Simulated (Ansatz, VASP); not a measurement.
Ti in VASP and in Ansatz

File POSCAR:

```
Ti
1.0
    3.2579476360      0.0000000000      0.0000000000
   -1.6289738180      2.5418607360      0.0000000000
    0.0000000000      0.0000000000      4.3137292730
Ti
2
Direct
    0.3333333333      0.6666666667      0.2500000000
    0.6666666667      0.3333333333      0.7500000000
```

File INCAR.step1:

```
PREC = Accurate ; ENCUT = 520
ISMEAR = 1 ; SIGMA = 0.05
LREAL = False ; LASPH = True
NELM = 60 ; NBANDS = 19
GGA = PE ; ALGO = Normal
EDIFF = 1E-4 ; LWAVE = True
LCHARG = False
```

Contents of INCAR.step2:

```
PREC = Accurate ; ENCUT = 520
EDIFF = 1E-6 ; ISMEAR = 1
SIGMA = 0.05 ; LREAL = False
LASPH = True ; NELM = 60
ALGO = Normal ; ISIF = 2
LWAVE = False ; LCHARG = True
METAGGA = R2SCAN ; LMIXTAU = True
LELF = True ; LVHAR = True
NBANDS = 19 ; ISTART = 1
```

File KPOINTS:

```
Automatic mesh
0
Gamma
  18 18 10
```

Input for Ansatz:

```yaml
crystal:
  lattice:
    - [3.257947636, 0.0, 0.0]
    - [-1.628973818, 2.541860736, 0.0]
    - [0.0, 0.0, 4.313729273]
  atoms:
    - { symbol: Ti, position: [0.3333333333, 0.6666666667, 0.25] }
    - { symbol: Ti, position: [0.6666666667, 0.3333333333, 0.75] }
basis:
  ecutwfc: 520.0
kpoints:
  mp_grid: { grid: [18, 18, 10] }
hamiltonian:
  xc: r2scan
scf:
  occupations: { method: cold, width: 0.05 }
output:
  forces: true
  stress: true
  eigenvalues: true
```

Change from the starting cell: normal strain along x +0.1100, normal strain along z -0.0700.

Alike in both runs: task single point; functional r2SCAN; k mesh 18 × 18 × 10; no spin polarisation.

|  | VASP | Ansatz |
| --- | --- | --- |
| version | VASP 6.6.1 | Ansatz 0.2.0 |
| potentials or method | VASP PAW PBE potentials, release 64 (Ti_sv), cutoff 520 eV | scalar-relativistic, plane waves, PAW |
| occupations | methfessel-paxton of order 1, width 0.05 eV | cold, width 0.05 eV |
| valence electrons in the cell | 24 | 24 |

```csv
,VASP,Ansatz,Ansatz less VASP
gap on the k mesh at the Fermi level (eV),none,none,-
pressure (GPa),-2.9,-3.3,-0.32
"traceless stress, the component that is largest in VASP (GPa)",-6.10,-6.02,+0.078
rms of the force components (eV/Å),0.307,0.305,-0.0020
```

VASP's potentials were made for PBE, not for r2SCAN. Atom by atom the forces differ by 0.002 eV/Å (rms over components). A gap of «none» marks a metal or a gap that the smearing closes.
